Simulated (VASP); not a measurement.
# In3Se: single point with PBEsol+D3(BJ)

The system is In3Se.

```xyz
4
Lattice="3.8995 -0.6881 0.0000 -0.6881 3.8995 0.0000 0.0000 0.0000 4.5877" Properties=species:S:1:pos:R:3 pbc="T T T"
In   -0.3441    1.9498    2.2938
In    1.9498   -0.3441    2.2938
In    1.6057    1.6057    0.0000
Se    0.0000    0.0000    0.0000
```

- Program: VASP 6.6.1
- Task: single point
- Functional: PBEsol
- Dispersion: D3(BJ)
- Potentials or basis: VASP PAW PBE potentials, release 64 (In_d, Se)
- Cutoff: 500 eV
- k mesh: 10 × 10 × 10
- Occupations: gaussian, width 0.15 eV
- Spin: no spin polarisation
- Dipole correction: no
- Further INCAR settings: ALGO = Normal; EDIFF = 1e-06; NBANDS = 30

```yaml
Pressure: 65.5 GPa
Band_gap_on_the_k_mesh: zero (an odd number of electrons rules out a gap without spin polarisation)
Dispersion_energy_per_atom: -0.532 eV
```

Stress tensor (GPa, compression positive):
```
80.60 57.89  0.00
57.89 80.60  0.00
 0.00  0.00 35.38
```

Levels at points of the mesh, in eV from the Fermi level:
| k point | band 20 | band 21 | band 22 | band 23 | band 24 | band 25 |
| --- | --- | --- | --- | --- | --- | --- |
| (0.00, 0.00, 0.00) | -4.64 | -2.35 | -1.41 | 0.73 | 1.08 | 2.77 |
| (0.50, 0.00, 0.00) | -4.89 | -3.11 | -2.40 | -1.33 | 2.49 | 3.54 |
| (0.50, 0.50, 0.00) | -4.53 | -3.32 | -2.92 | -1.50 | 0.78 | 0.84 |
| (0.00, 0.00, 0.50) | -3.52 | -1.67 | -1.66 | 0.91 | 1.74 | 2.26 |
| (0.50, 0.00, 0.50) | -4.02 | -2.26 | -1.77 | -0.33 | 3.21 | 3.22 |
| (0.50, 0.50, 0.50) | -7.51 | -4.79 | -4.11 | -1.38 | 1.67 | 3.03 |

It took 8.5 min on 1 thread of Intel Xeon 8259CL (shared host), peak memory 0.41 GiB.

Caveat: the cell stands under pressure; the PAW data sets were made with another functional, which shifts forces and pressure a little; spin-orbit coupling is left out, which moves the levels of the heavy elements.
